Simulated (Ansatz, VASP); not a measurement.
# One calculation of Sb5S2, two programs

```
Sb S
1.0
     3.49677    2.01886    4.63729
    -3.49677    2.01886    4.63729
     0.00000   -4.03772    4.63729
Sb S
5 2
Direct
  0.50000 0.50000 0.00000
  0.00000 0.50000 0.50000
  0.50000 0.00000 0.50000
  0.00000 0.00000 0.00000
  0.50000 0.50000 0.50000
  0.80084 0.80084 0.80084
  0.19916 0.19916 0.19916
```

Alike in both runs: functional PBE; k mesh 3 × 3 × 3; occupations gaussian, width 0.2 eV; no spin polarisation.

Ansatz relaxed the structure, and its values are those at the end. VASP's run is a single point on that final structure, the one shown.

|  | VASP | Ansatz |
| --- | --- | --- |
| version | VASP 6.6.1 | Ansatz 0.2.0 |
| potentials or method | VASP PAW PBE potentials, release 64 (Sb, S), cutoff 520 eV | scalar-relativistic, plane waves, PAW |
| valence electrons in the cell | 37 | 87 |

```csv
,VASP,Ansatz,Ansatz less VASP
gap on the k mesh at the Fermi level (eV),none,none,-
pressure (GPa),0.0,0.1,+0.12
```

A gap of «none» marks a metal or a gap that the smearing closes. VASP's potentials hold 37 valence electrons a cell and Ansatz's 87, so a difference there can come from the potentials and not from the codes.

The k mesh is coarse, so the values compare programs but aren't converged. Spin-orbit coupling is off throughout.
